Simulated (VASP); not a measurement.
Input of a VASP 6.6.1 run:

The input INCAR:

```
SYSTEM = Hg
PREC = Accurate
ENCUT = 520
EDIFF = 1E-6
ISMEAR = -1
SIGMA = 0.01
LREAL = .FALSE.
LASPH = .TRUE.
NELM = 150
ALGO = Normal
ISIF = 2
LWAVE = .FALSE.
LCHARG = .FALSE.
ISPIN = 2
MAGMOM = 2
LORBIT = 11
NBANDS = 16
ISYM = 0
```

Contents of KPOINTS:

```
Automatic mesh
0
G
  1 1 1
  0 0 0
```

Contents of POSCAR:

```
Hg
1.0
   14.0000000000      0.0000000000      0.0000000000
    0.0000000000     14.4000000000      0.0000000000
    0.0000000000      0.0000000000     14.8000000000
Hg
1
Direct
    0.5000000000      0.5000000000      0.5000000000
```

Potentials or basis: VASP PAW LDA potentials, release 64 (Hg).

Launch:

```sh
$ cat potpaw_LDA.64/Hg/POTCAR > POTCAR
$ mpirun -np 1 vasp_gam > vasp.out
```

(1) What does it give for the net moment?

(2) Predict the pressure.

(3) Estimate the band gap on the k mesh.

Results:

(1) 0.00 μB per cell.

(2) 0.0 GPa.

(3) 5.90 eV.

Caveat: spin-orbit coupling is left out, which moves the levels of the heavy elements.
